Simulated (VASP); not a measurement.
# Al3GaAs4 (Pmm2) in VASP: relaxation of cell and atoms with PBE

Aim: the relaxation of cell and atoms of Al3GaAs4 with PBE.

All numbers are computed with VASP 6.6.1; they aren't measurements. Logs are shortened: lines on timing, memory, paths and dates and some standing lists are left out, and cuts for length are marked.

**1. The cell of the first run**

Symmetry: Pmm2, No. 25, orthorhombic system. Conventional cell: a = 4.055 Å, b = 8.110 Å, c = 5.729 Å, α = 90.00°, β = 90.00°, γ = 90.00°. Al (site symmetry mm2) has 4 As at 2.48 Å within 3.3 Å. Al (site symmetry m) has 4 As at 2.48 Å within 3.3 Å. Within 3.3 Å of Ga (site symmetry mm2) lie 4 As at 2.49 Å. As (site symmetry m) has 3 Al at 2.48 Å and 1 Ga at 2.49 Å within 3.3 Å. Within 3.3 Å of As (site symmetry mm2) lie 4 Al at 2.48 Å. Within 3.3 Å of As (site symmetry mm2) lie 2 Al at 2.48 Å and 2 Ga at 2.49 Å.

**2. Relaxation of cell and atoms, PBE**

Input file INCAR:

```
SYSTEM = Al3GaAs4
PREC = Accurate ; ENCUT = 600
EDIFF = 1E-7 ; ISMEAR = 0
SIGMA = 0.02 ; LREAL = .False.
LASPH = .True. ; NELM = 100
ALGO = Normal ; ISIF = 3
LWAVE = .False. ; LCHARG = .False.
GGA = PE ; IBRION = 2
NSW = 100 ; EDIFFG = -0.01
```

Input file KPOINTS:

```
Automatic mesh
0
Gamma
  8 4 6
  0 0 0
```

Input file POSCAR:

```
Al3GaAs4
1.0
    4.0552462000      0.0000000000      0.0000000000
    0.0000000000      8.1095034000      0.0000000000
    0.0000000000      0.0000000000      5.7294873000
Al Ga As
3 1 4
Direct
    0.0000000000      0.0000000000      0.0003480000
    0.5000000000      0.2497310000      0.5000120000
    0.5000000000      0.7502690000      0.5000120000
    0.0000000000      0.5000000000      0.9998420000
    0.0000000000      0.7507960000      0.7491330000
    0.5000000000      0.0000000000      0.2498820000
    0.0000000000      0.2492040000      0.7491330000
    0.5000000000      0.5000000000      0.2516390000
```

Potentials or basis: VASP PAW PBE potentials, release 64 (Al, Ga_d, As).

Launch:

```bash
cat potpaw_PBE.64/Al/POTCAR potpaw_PBE.64/Ga_d/POTCAR potpaw_PBE.64/As/POTCAR > POTCAR
mpirun -np 1 vasp_std > vasp.out
```

OUTCAR:

```text
SYSTEM = Al3GaAs4
   PREC = Accurate
   ENCUT = 600
   EDIFF = 1E-7
   ISMEAR = 0
   LREAL = .False.
   LASPH = .True.
   NELM = 100
   ISIF = 3
   GGA = PE
   IBRION = 2
   NSW = 100
   EDIFFG = -0.01

 ion  position               nearest neighbor table
   1  0.000  0.000  0.000-   6 2.48   6 2.48   7 2.48   5 2.48
   2  0.500  0.250  0.500-   8 2.48   7 2.48   7 2.48   6 2.48
   3  0.500  0.750  0.500-   8 2.48   5 2.48   5 2.48   6 2.48
   4  0.000  0.500  1.000-   8 2.49   8 2.49   5 2.49   7 2.49
   5  0.000  0.751  0.749-   3 2.48   3 2.48   1 2.48   4 2.49
   6  0.500  0.000  0.250-   2 2.48   3 2.48   1 2.48   1 2.48
   7  0.000  0.249  0.749-   2 2.48   2 2.48   1 2.48   4 2.49
   8  0.500  0.500  0.252-   2 2.48   3 2.48   4 2.49   4 2.49

  LATTYP: Found a simple orthorhombic cell.
 ALAT       =     4.0552462000
 B/A-ratio  =     1.4128580652
 C/A-ratio  =     1.9997561184

  Lattice vectors:

 A1 = (  -4.0552462000,   0.0000000000,   0.0000000000)
 A2 = (   0.0000000000,   0.0000000000,   5.7294873000)
 A3 = (   0.0000000000,   8.1095034000,   0.0000000000)

Analysis of symmetry for initial positions (statically):
=====================================================================
 Subroutine PRICEL returns:
 Original cell was already a primitive cell.

 Routine SETGRP: Setting up the symmetry group for a
 simple orthorhombic supercell.

 Subroutine GETGRP returns: Found  4 space group operations
 (whereof  4 operations were pure point group operations)
 out of a pool of  8 trial point group operations.

The static configuration has the point symmetry C_2v.

Analysis of symmetry for dynamics (positions and initial velocities):
=====================================================================
 Subroutine PRICEL returns:
 Original cell was already a primitive cell.

 Routine SETGRP: Setting up the symmetry group for a
 simple orthorhombic supercell.

 Subroutine GETGRP returns: Found  4 space group operations
 (whereof  4 operations were pure point group operations)
 out of a pool of  8 trial point group operations.
[... 173 lines left out ...]

 VOLUME and BASIS-vectors are now :
 -----------------------------------------------------------------------------
  energy-cutoff  :      600.00
  volume of cell :      188.42
      direct lattice vectors                 reciprocal lattice vectors
     4.055246200  0.000000000  0.000000000     0.246594153  0.000000000  0.000000000
     0.000000000  8.109503400  0.000000000     0.000000000  0.123312113  0.000000000
     0.000000000  0.000000000  5.729487300     0.000000000  0.000000000  0.174535687

 POSITION                                       TOTAL-FORCE (eV/Angst)
 -----------------------------------------------------------------------------------
      0.00000      0.00000      0.00199         0.000000      0.000000     -0.000249
      2.02762      2.02519      2.86481         0.000000      0.000866     -0.000162
      2.02762      6.08431      2.86481         0.000000     -0.000866     -0.000162
      0.00000      4.05475      5.72858         0.000000      0.000000      0.000326
      0.00000      6.08858      4.29215         0.000000      0.001319     -0.002162
      2.02762      0.00000      1.43170         0.000000      0.000000      0.000039
      0.00000      2.02092      4.29215        -0.000000     -0.001319     -0.002162
      2.02762      4.05475      1.44176         0.000000      0.000000      0.004532
 -----------------------------------------------------------------------------------
    total drift:                                0.000000      0.000000      0.000017

  FREE ENERGIE OF THE ION-ELECTRON SYSTEM (eV)
  ---------------------------------------------------
  free  energy   TOTEN  =       -36.4229448607 eV

  energy  without entropy=      -36.4229448607  energy(sigma->0) =      -36.42294486

--------------------------------------- Ionic step        2  -------------------------------------------

 number of electron      42.0000006 magnetization

 Free energy of the ion-electron system (eV)
  ---------------------------------------------------
  ext. energy  EPLUGINS =         0.00000000
  ---------------------------------------------------
  free energy    TOTEN  =       -36.42311143 eV

  energy without entropy =      -36.42311143  energy(sigma->0) =      -36.42311143

 E-fermi :   3.6592     XC(G=0):  -9.0087

 val. band max:        3.5378904139   @ k =   0.0000   0.0000   0.0000
 cond. band min:       4.8182742211   @ k =   0.0000   0.0000   0.0000
 fundamental gap:      1.2803838071
 Fermi energy:         3.6591912725

 k-point     1 :       0.0000    0.0000    0.0000
  band No.  band energies     occupation
      1     -10.9386      2.00000
      2     -10.9179      2.00000
      3     -10.8918      2.00000
      4     -10.8522      2.00000
      5     -10.8440      2.00000
      6      -8.3008      2.00000
[... 685 lines left out ...]
     25       6.6592      0.00000
     26       7.1077      0.00000

 [... further k-points ...]
[... 5 lines left out ...]
  --------------------------------------------------------------------------------------
  -------------------------------------------------------------------------------------
  Total       -0.0752302     -0.0744843     -0.0682270      0.0000000      0.0000000      0.0000000
  in kB       -0.6376142     -0.6312923     -0.5782587      0.0000000      0.0000000      0.0000000
  external PRESSURE =      -0.6157217 kB  Pullay stress =       0.0000000 kB

 VOLUME and BASIS-vectors are now :
 -----------------------------------------------------------------------------
  energy-cutoff  :      600.00
  volume of cell :      189.04
      direct lattice vectors                 reciprocal lattice vectors
     4.059593941  0.000000000  0.000000000     0.246330055  0.000000000  0.000000000
     0.000000000  8.118125121  0.000000000     0.000000000  0.123181151  0.000000000
     0.000000000  0.000000000  5.735966974     0.000000000  0.000000000  0.174338521

 POSITION                                       TOTAL-FORCE (eV/Angst)
 -----------------------------------------------------------------------------------
      0.00000      0.00000      0.00198        -0.000000      0.000000     -0.000306
      2.02980      2.02739      2.86804        -0.000000     -0.000123      0.000053
      2.02980      6.09074      2.86804        -0.000000      0.000123      0.000053
      0.00000      4.05906      5.73508        -0.000000      0.000000      0.000403
      0.00000      6.09512      4.29690         0.000000      0.001527     -0.001524
      2.02980      0.00000      1.43332        -0.000000      0.000000     -0.000192
      4.05959      2.02301      4.29690        -0.000000     -0.001527     -0.001524
      2.02980      4.05906      1.44361        -0.000000      0.000000      0.003038
 -----------------------------------------------------------------------------------
    total drift:                                0.000000     -0.000000     -0.000051

  FREE ENERGIE OF THE ION-ELECTRON SYSTEM (eV)
  ---------------------------------------------------
  free  energy   TOTEN  =       -36.4231114342 eV

  energy  without entropy=      -36.4231114342  energy(sigma->0) =      -36.42311143

 reached required accuracy - stopping structural energy minimisation
```

OSZICAR:

```text
N       E                     dE             d eps       ncg     rms          rms(c)
DAV:   1     0.262199681004E+03    0.26220E+03   -0.18336E+04  3120   0.171E+03
[... 17 lines left out ...]
DAV:   1    -0.364250844490E+02   -0.21396E-02   -0.32767E-02  4408   0.208E+00    0.246E-01
DAV:   2    -0.364235645556E+02    0.15199E-02   -0.35905E-03  4342   0.865E-01    0.116E-01
DAV:   3    -0.364231517994E+02    0.41276E-03   -0.87396E-04  4498   0.314E-01    0.246E-02
DAV:   4    -0.364231182361E+02    0.33563E-04   -0.76935E-05  3870   0.941E-02    0.131E-02
DAV:   5    -0.364231118360E+02    0.64001E-05   -0.58177E-06  3908   0.223E-02    0.511E-03
DAV:   6    -0.364231114302E+02    0.40582E-06   -0.24169E-06  4546   0.176E-02    0.134E-03
DAV:   7    -0.364231114342E+02   -0.40604E-08   -0.32265E-07  2522   0.648E-03
   2 F= -.36423111E+02 E0= -.36423111E+02  d E =-.166574E-03
```

Wall time 9.4 min (1 thread of Oxide Virtual Turin-like, shared host); peak memory 0.55 GiB.

Results:

- Free energy: -36.4231 eV
- Relaxed volume: 23.63 Å³/atom
- Relaxed cell: a = 4.060 Å, b = 8.118 Å, c = 5.736 Å, α = 90.00°, β = 90.00°, γ = 90.00°
- Space group after relaxing (to 0.1 Å): Pmm2 (No. 25)
- Energy gained by relaxing: 0.0 meV/atom
- Ionic steps: 2
- Pressure after relaxing: -0.1 GPa
- Largest force after relaxing: 0.003 eV/Å
- Band gap on the k mesh: 1.28 eV

Forces on the atoms (eV/Å):
```
Al   0.000  0.000  0.000
Al   0.000  0.000  0.000
Al   0.000  0.000  0.000
Ga   0.000  0.000  0.000
As   0.000  0.002 -0.002
As   0.000  0.000  0.000
As   0.000 -0.002 -0.002
As   0.000  0.000  0.003
```

The path:
| step | energy change (eV) | largest force (eV/Å) | pressure (GPa) | volume (Å³) |
| --- | --- | --- | --- | --- |
| 1 | 0.0000 | 0.0045 | 0.15 | 188.42 |
| 2 | -0.0002 | 0.0030 | -0.06 | 189.04 |

Final structure:
```yaml
crystal:
  lattice:
    - [4.05959, 0.00000, 0.00000]
    - [0.00000, 8.11813, 0.00000]
    - [0.00000, 0.00000, 5.73597]
  atoms:
    - { symbol: Al, position: [0.00000, 0.00000, 0.00035] }
    - { symbol: Al, position: [0.50000, 0.24974, 0.50001] }
    - { symbol: Al, position: [0.50000, 0.75026, 0.50001] }
    - { symbol: Ga, position: [0.00000, 0.50000, 0.99984] }
    - { symbol: As, position: [0.00000, 0.75080, 0.74911] }
    - { symbol: As, position: [0.50000, 0.00000, 0.24988] }
    - { symbol: As, position: [0.00000, 0.24920, 0.74911] }
    - { symbol: As, position: [0.50000, 0.50000, 0.25168] }
```

Levels at points of the mesh, in eV from the valence-band top:
| k point | band 18 | band 19 | band 20 | band 21 | band 22 | band 23 | band 24 | band 25 |
| --- | --- | --- | --- | --- | --- | --- | --- | --- |
| (0.00, 0.00, 0.00) | -0.93 | -0.01 | 0.00 | 0.00 | 1.28 | 1.52 | 2.16 | 3.14 |
| (0.50, 0.00, 0.00) | -2.19 | -2.19 | -0.96 | -0.92 | 1.51 | 1.51 | 1.79 | 2.37 |
| (0.00, 0.50, 0.00) | -1.12 | -1.04 | -0.27 | -0.11 | 2.14 | 2.18 | 2.77 | 3.10 |
| (0.50, 0.50, 0.00) | -2.05 | -2.04 | -2.04 | -2.03 | 2.62 | 2.71 | 2.87 | 2.88 |
| (0.00, 0.00, 0.50) | -0.90 | -0.88 | -0.84 | -0.82 | 1.36 | 1.95 | 2.40 | 2.53 |
| (0.50, 0.00, 0.50) | -0.90 | -0.89 | -0.84 | -0.83 | 1.45 | 1.95 | 4.34 | 4.39 |
| (0.00, 0.50, 0.50) | -1.19 | -1.18 | -1.17 | -1.01 | 2.29 | 2.82 | 2.88 | 2.91 |
| (0.50, 0.50, 0.50) | -1.59 | -1.58 | -1.54 | -1.52 | 2.98 | 3.47 | 3.51 | 3.70 |

A k mesh can miss the band edges.
